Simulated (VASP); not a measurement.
# K8Ta7AlO24 (a cell with a defect) in VASP: single point with HSE06

Aim: the single point of K8Ta7AlO24 (a cell with a defect) with HSE06.

All numbers are computed with VASP 6.6.1; they aren't measurements. Logs are shortened: lines on timing, memory, paths and dates and some standing lists are left out, and cuts for length are marked.

## 1. The cell of the first run

The cell holds a defect, 40 atoms: a = 7.971 Å, b = 7.971 Å, c = 7.971 Å, α = 90.00°, β = 90.00°, γ = 90.00°.

## 2. Single point, HSE06

The input, POSCAR:

```
K8Ta7AlO24
1.0
    7.9708780000      0.0000000000      0.0000000000
    0.0000000000      7.9708780000      0.0000000000
    0.0000000000      0.0000000000      7.9708780000
K Al Ta O
8 1 7 24
Direct
    0.0074200000      0.0144860000      0.9853800000
    0.9942530000      0.9923930000      0.5050680000
    0.0084750000      0.4746250000      0.0018800000
    0.9976220000      0.4894640000      0.4967410000
    0.4953400000      0.9990940000      0.9776300000
    0.5000840000      0.9890050000      0.5114490000
    0.4923650000      0.4922450000      0.9872640000
    0.3180700000      0.2218880000      0.2444470000
    0.3932390000      0.5269910000      0.4121680000
    0.2508760000      0.2467080000      0.7366340000
    0.2179210000      0.7542790000      0.2284710000
    0.2444370000      0.7407240000      0.7437760000
    0.7712240000      0.2325970000      0.2523100000
    0.7461510000      0.2426220000      0.7442460000
    0.7287660000      0.7581230000      0.2463180000
    0.7453320000      0.7407660000      0.7446130000
    0.2617480000      0.2373070000      0.9631810000
    0.3259480000      0.3478910000      0.5233680000
    0.2489300000      0.7858840000      0.9963810000
    0.2666770000      0.6949210000      0.5038530000
    0.7459170000      0.2490610000      0.0101750000
    0.7517020000      0.2255340000      0.5008930000
    0.7371050000      0.7431370000      0.0074750000
    0.7505260000      0.7538910000      0.5018070000
    0.9935990000      0.2360570000      0.2569090000
    0.0041190000      0.2497900000      0.7298050000
    0.9770820000      0.7408570000      0.2473680000
    0.9996400000      0.7507910000      0.7496400000
    0.5750490000      0.4107280000      0.3060610000
    0.5130270000      0.2363950000      0.7541940000
    0.4933570000      0.7158620000      0.2783490000
    0.5012610000      0.7486310000      0.7542090000
    0.2464320000      0.9597070000      0.3175980000
    0.2498090000      0.9992940000      0.7090110000
    0.2494420000      0.5153310000      0.2396050000
    0.2408630000      0.5097850000      0.7835070000
    0.7072470000      0.9978680000      0.2453680000
    0.7567660000      0.9937320000      0.7619460000
    0.7339140000      0.4935640000      0.2649470000
    0.7551330000      0.4956950000      0.7513280000
```

The input, INCAR.step1:

```
  ALGO = Normal
  EDIFF = 1E-5
  ENCUT = 520
  GGA = PE
  GGA_COMPAT = False
  ISIF = 2
  ISMEAR = -1
  ISYM = -1
  LASPH = True
  LCHARG = False
  LREAL = Auto
  LWAVE = True
  NBANDS = 174
  NELM = 120
  PREC = Accurate
  SIGMA = 0.05
```

The input, INCAR.step2:

```
  ALGO = Normal
  EDIFF = 1E-6
  ENCUT = 520
  GGA = PE
  GGA_COMPAT = False
  HFSCREEN = 0.2079
  ISIF = 2
  ISMEAR = -1
  ISTART = 1
  ISYM = -1
  LASPH = True
  LCHARG = False
  LHFCALC = True
  LREAL = Auto
  LWAVE = False
  NBANDS = 174
  NELM = 120
  PREC = Accurate
  PRECFOCK = Fast
  SIGMA = 0.05
```

The input, KPOINTS:

```
explicit points
1
Reciprocal
  0.25000000   0.25000000   0.25000000 1
```

Potentials or basis: VASP PAW PBE potentials, release 64 (K_sv, Al, Ta_pv, O).

Command:

```sh
$ cat potpaw_PBE.64/K_sv/POTCAR potpaw_PBE.64/Al/POTCAR potpaw_PBE.64/Ta_pv/POTCAR potpaw_PBE.64/O/POTCAR > POTCAR
$ cp INCAR.step1 INCAR
$ mpirun -np 1 vasp_std > vasp.out
$ cp INCAR.step2 INCAR
$ mpirun -np 1 vasp_std > vasp.out
```

OUTCAR:

```text
EDIFF = 1E-6
   ENCUT = 520
   GGA = PE
   HFSCREEN = 0.2079
   ISIF = 2
   ISMEAR = -1
   ISTART = 1
   ISYM = -1
   LASPH = True
   LHFCALC = True
   LREAL = Auto
   NELM = 120
   PREC = Accurate
   PRECFOCK = Fast

 ion  position               nearest neighbor table
   1  0.007  0.014  0.985-  19 2.65  38 2.68  17 2.70  26 2.77  25 2.80  21 2.81  28 2.82  11 3.30
                            13 3.33  10 3.34  14 3.37  12 3.47  16 3.58   8 3.62  15 3.67   3 3.67
   2  0.994  0.992  0.505-  33 2.52  34 2.61  22 2.68  24 2.72  26 2.72  28 2.74  25 2.77  38 2.79
                            27 2.87  13 3.30  14 3.39  16 3.41  12 3.41  11 3.41  10 3.42  15 3.50
   3  0.008  0.475  0.002-  36 2.56  35 2.72  21 2.76  17 2.78  25 2.79  26 2.81  40 2.85  11 3.32
                            13 3.36  10 3.39  14 3.47  12 3.50  16 3.62   1 3.67   8 3.73
   4  0.998  0.489  0.497-  26 2.67  20 2.70  25 2.78  39 2.80  40 2.80  27 2.83  18 2.86  22 2.88
                            35 2.88  24 2.89   9 3.24  13 3.35  10 3.39  12 3.43  14 3.43  16 3.46
   5  0.495  0.999  0.978-  19 2.60  30 2.60  17 2.66  32 2.68  38 2.70  37 2.72  23 2.82  21 2.83
                             8 3.11  14 3.35  10 3.37  16 3.41  12 3.42  15 3.43  11 3.56  13 3.62
   6  0.500  0.989  0.511-  34 2.54  33 2.56  37 2.69  32 2.72  24 2.74  22 2.75  30 2.76  38 2.86
                            31 2.86   8 3.17  15 3.34  16 3.35  14 3.37  10 3.37  12 3.39  13 3.56
   7  0.492  0.492  0.987-  36 2.58  29 2.70  17 2.75  32 2.76  30 2.76  35 2.80  23 2.80  21 2.81
                            40 2.82   8 3.28  10 3.40  12 3.41  16 3.43  14 3.44   9 3.49  15 3.51
   8  0.318  0.222  0.244-  33 2.24  17 2.29  35 2.40  18 2.44  29 2.59  25 2.59   9 2.84   5 3.11
                             6 3.17   7 3.28  13 3.61   1 3.62   3 3.73   2 3.78
   9  0.393  0.527  0.412-  18 1.76  35 1.79  20 1.83  29 1.92  31 2.01  11 2.72   8 2.84   4 3.24
                            12 3.36   7 3.49
  10  0.251  0.247  0.737-  17 1.81  26 1.97  18 1.97  34 1.98  30 2.10  36 2.13   1 3.34   5 3.37
                             6 3.37   4 3.39   3 3.39   7 3.40   2 3.42
  11  0.218  0.754  0.228-  33 1.80  19 1.88  35 1.92  27 1.93  31 2.25  20 2.28   9 2.72   1 3.30
                             3 3.32   2 3.41   4 3.48   5 3.56   7 3.58   6 3.69
  12  0.244  0.741  0.744-  36 1.87  28 1.95  20 1.95  19 2.05  32 2.05  34 2.08   9 3.36   6 3.39
                             7 3.41   2 3.41   5 3.42   4 3.43   1 3.47   3 3.50
  13  0.771  0.233  0.252-  25 1.77  37 1.94  21 1.94  22 1.99  39 2.10  29 2.16   2 3.30   1 3.33
                             4 3.35   3 3.36   6 3.56   8 3.61   5 3.62   7 3.70
  14  0.746  0.243  0.744-  30 1.86  22 1.95  38 1.99  40 2.02  26 2.06  21 2.12   5 3.35   1 3.37
                             6 3.37   2 3.39   4 3.43   7 3.44   3 3.47
  15  0.729  0.758  0.246-  23 1.91  37 1.92  31 1.92  27 1.98  24 2.04  39 2.11   6 3.34   5 3.43
                             2 3.50   7 3.51   4 3.63   1 3.67
  16  0.745  0.741  0.745-  24 1.94  32 1.95  40 1.96  38 2.02  28 2.03  23 2.10   6 3.35   2 3.41
                             5 3.41   7 3.43   4 3.46   1 3.58   3 3.62
  17  0.262  0.237  0.963-  10 1.81   8 2.29   5 2.66   1 2.70   7 2.75   3 2.78
  18  0.326  0.348  0.523-   9 1.76  10 1.97   8 2.44   4 2.86
  19  0.249  0.786  0.996-  11 1.88  12 2.05   5 2.60   1 2.65
[... 181 lines left out ...]
   ENCUT4O =  -1.0   cutoff for four orbital integrals eV
   NKREDX  =     1    reduce k-point grid by
   NKREDY  =     1    reduce k-point grid by
   NKREDZ  =     1    reduce k-point grid by
   AEXX    =    0.2500 exact exchange contribution
   HFSCREEN=    0.2079 screening length (either q_TF or 0.3 A-1)
   HFSCREENC=   0.2079 screening length for correlation (either q_TF or 0.3 A-1)
   ENCUTFOCK=  -1.0 apply spherical cutoff to Coloumb kernel
   IVDW    =     0    specifies the selected vdW correction
   LEPSILON=     F    determine dielectric tensor
   LRPA    =     F    only Hartree local field effects (RPA)
 non-spin polarized calculation
  energy-cutoff  :      520.00
  volume of cell :      506.43
 maximum number of plane-waves:     13601
 NGX is ok and might be reduce to    60
  NGX = 32; NGY = 32; NGZ = 32

 number of electron     295.9999994 magnetization

 Free energy of the ion-electron system (eV)
  ---------------------------------------------------
  ext. energy  EPLUGINS =         0.00000000
  ---------------------------------------------------
  free energy    TOTEN  =      -376.62901985 eV

  energy without entropy =     -376.62901985  energy(sigma->0) =     -376.62901985

 E-fermi :   2.1324     XC(G=0):  -8.7996

 val. band max:        0.7778304716   @ k =   0.2500   0.2500   0.2500
 cond. band min:       5.1530954839   @ k =   0.2500   0.2500   0.2500
 fundamental gap:      4.3752650123
 Fermi energy:         2.1323503003

 k-point     1 :       0.2500    0.2500    0.2500
  band No.  band energies     occupation
      1     -35.8786      2.00000
      2     -35.7642      2.00000
      3     -35.6942      2.00000
      4     -35.5657      2.00000
      5     -35.4821      2.00000
      6     -35.3509      2.00000
[... 152 lines left out ...]
    159       7.0779      0.00000
    160       7.3168      0.00000
 [bands above 160 left out]

------------------------ aborting loop because EDIFF is reached ----------------------------------------

  FORCE on cell =-STRESS in cart. coord.  units (eV):
  Direction    XX          YY          ZZ          XY          YZ          ZX
  --------------------------------------------------------------------------------------
  -------------------------------------------------------------------------------------
  Total       16.2906981     25.7389515     22.2318973     -4.0658845     -1.3637797      7.0972258
  in kB       51.5385022     81.4297212     70.3345354    -12.8631440     -4.3145580     22.4533279
  external PRESSURE =      67.7675863 kB  Pullay stress =       0.0000000 kB

 VOLUME and BASIS-vectors are now :
 -----------------------------------------------------------------------------
  energy-cutoff  :      520.00
  volume of cell :      506.43
      direct lattice vectors                 reciprocal lattice vectors
     7.970878000  0.000000000  0.000000000     0.125456694  0.000000000  0.000000000
     0.000000000  7.970878000  0.000000000     0.000000000  0.125456694  0.000000000
     0.000000000  0.000000000  7.970878000     0.000000000  0.000000000  0.125456694

 POSITION                                       TOTAL-FORCE (eV/Angst)
 -----------------------------------------------------------------------------------
      0.05914      0.11547      7.85434         0.010002     -0.005177      0.048781
      7.92507      7.91024      4.02584         0.008199      0.002078     -0.024587
      0.06755      3.78318      0.01499        -0.010086      0.015533      0.037450
      7.95192      3.90146      3.95946         0.011778      0.003014     -0.034205
      3.94829      7.96366      7.79257        -0.026589      0.016951      0.067215
      3.98611      7.88324      4.07670        -0.014536      0.042331     -0.036562
[... 32 lines left out ...]
      5.84994      3.93414      2.11186        -0.327436     -0.241712      0.117621
      6.01907      3.95112      5.98874        -0.024708      0.061569     -0.020136
 -----------------------------------------------------------------------------------
    total drift:                               -0.002500      0.017531     -0.030491

  FREE ENERGIE OF THE ION-ELECTRON SYSTEM (eV)
  ---------------------------------------------------
  free  energy   TOTEN  =      -376.6290198485 eV

  energy  without entropy=     -376.6290198485  energy(sigma->0) =     -376.62901985
```

OUTCAR.step1:

```text
EDIFF = 1E-5
   ENCUT = 520
   GGA = PE
   ISIF = 2
[... 440 lines left out ...]
      3.94829      7.96366      7.79257        -0.015767      0.005920      0.098065
      3.98611      7.88324      4.07670         0.002029      0.048864     -0.044262
[... 32 lines left out ...]
      5.84994      3.93414      2.11186         0.441412      0.227230     -0.091381
      6.01907      3.95112      5.98874        -0.007638     -0.048411     -0.013354
 -----------------------------------------------------------------------------------
    total drift:                               -0.000639      0.008072     -0.021562

  FREE ENERGIE OF THE ION-ELECTRON SYSTEM (eV)
  ---------------------------------------------------
  free  energy   TOTEN  =      -310.0961345696 eV

  energy  without entropy=     -310.0961345696  energy(sigma->0) =     -310.09613457
```

Wall time 16 min (1 thread of Intel Xeon Platinum 8259CL at 2.50GHz (Skylake/Cascade Lake), shared host); peak memory 0.78 GiB.

What came out:

```yaml
Free_energy: -376.6290 eV
Pressure: 6.8 GPa
Largest_force: 0.477 eV/Å
Band_gap_on_the_k_mesh: 4.38 eV
```

Forces in eV/Å, atoms in the order of the input:
```
K    0.010 -0.005  0.049
K    0.008  0.002 -0.025
K   -0.010  0.016  0.037
K    0.012  0.003 -0.034
K   -0.027  0.017  0.067
K   -0.015  0.042 -0.037
K   -0.016 -0.010  0.014
K    0.046  0.007  0.006
Al  -0.252 -0.151 -0.049
Ta   0.108  0.099  0.181
Ta   0.090  0.128  0.165
Ta   0.007 -0.168  0.004
Ta   0.353  0.037  0.024
Ta  -0.143  0.009 -0.083
Ta   0.027  0.073 -0.035
Ta  -0.017 -0.017 -0.037
O   -0.071 -0.005 -0.382
O   -0.008  0.114  0.027
O   -0.049 -0.071  0.030
O    0.098 -0.105  0.060
O    0.003 -0.018  0.084
O   -0.005  0.031  0.012
O   -0.005 -0.012  0.150
O   -0.037 -0.056  0.014
O   -0.475 -0.034 -0.022
O   -0.023 -0.024  0.011
O   -0.053  0.045 -0.036
O   -0.003 -0.034 -0.001
O    0.336  0.191 -0.084
O    0.248  0.012 -0.019
O    0.105 -0.018 -0.006
O    0.074 -0.034 -0.052
O   -0.081 -0.390 -0.241
O   -0.015 -0.009  0.054
O    0.090  0.298  0.139
O   -0.007  0.263 -0.062
O    0.067 -0.034  0.010
O   -0.020 -0.009 -0.030
O   -0.327 -0.242  0.118
O   -0.025  0.062 -0.020
```

Stress tensor (GPa, compression positive):
```
 5.15 -1.29  2.25
-1.29  8.14 -0.43
 2.25 -0.43  7.03
```

Levels at points of the mesh, in eV from the valence-band top:
| k point | band 146 | band 147 | band 148 | band 149 | band 150 | band 151 |
| --- | --- | --- | --- | --- | --- | --- |
| (0.25, 0.25, 0.25) | -0.16 | -0.06 | 0.00 | 4.38 | 4.62 | 4.73 |

Caveat: the PAW data sets were made with another functional, which shifts forces and pressure a little; spin-orbit coupling is left out, which moves the levels of the heavy elements.
